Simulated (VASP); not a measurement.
Here is a VASP 6.6.1 calculation.

The input INCAR:

```
PREC = Accurate
ENCUT = 600
EDIFF = 1E-6
ISMEAR = -1
SIGMA = 0.02
LREAL = F
LASPH = T
NELM = 120
ALGO = Normal
ISIF = 2
LWAVE = F
LCHARG = T
GGA = PS
LELF = T
LVHAR = T
NBANDS = 26
GGA_COMPAT = F
```

KPOINTS

```
Automatic mesh
0
Gamma
  8 8 5
```

POSCAR

```
ZnO
1.0
    3.2306871891      0.0000000000      0.0000000000
   -1.6153435946      2.7978571775      0.0000000000
    0.0000000000      0.0000000000      5.2117916638
Zn O
2 2
Direct
    0.3333333333      0.6666666667      0.4999231372
    0.6666666667      0.3333333333     -0.0000768628
    0.6666666667      0.3333333333      0.3790868628
    0.3333333333      0.6666666667      0.8790868628
```

Potentials or basis: VASP PAW PBE potentials, release 64 (Zn, O).

Run with:

```console
$ cat potpaw_PBE.64/Zn/POTCAR potpaw_PBE.64/O/POTCAR > POTCAR
$ mpirun -np 1 vasp_std > vasp.out
```

Problem. What does it give for the band gap on the k mesh?

Solution. 0.69 eV, direct.

Problem. Estimate the pressure.

Solution. 0.5 GPa.

Forces in eV/Å, atoms in the order of the input:
```
Zn   0.000  0.000  0.003
Zn   0.000  0.000  0.003
O    0.000  0.000 -0.003
O    0.000  0.000 -0.003
```

Caveat: the PAW data sets were made with another functional, which shifts forces and pressure a little. Expect the measured gap to be larger: semilocal functionals such as PBEsol lack the derivative discontinuity.
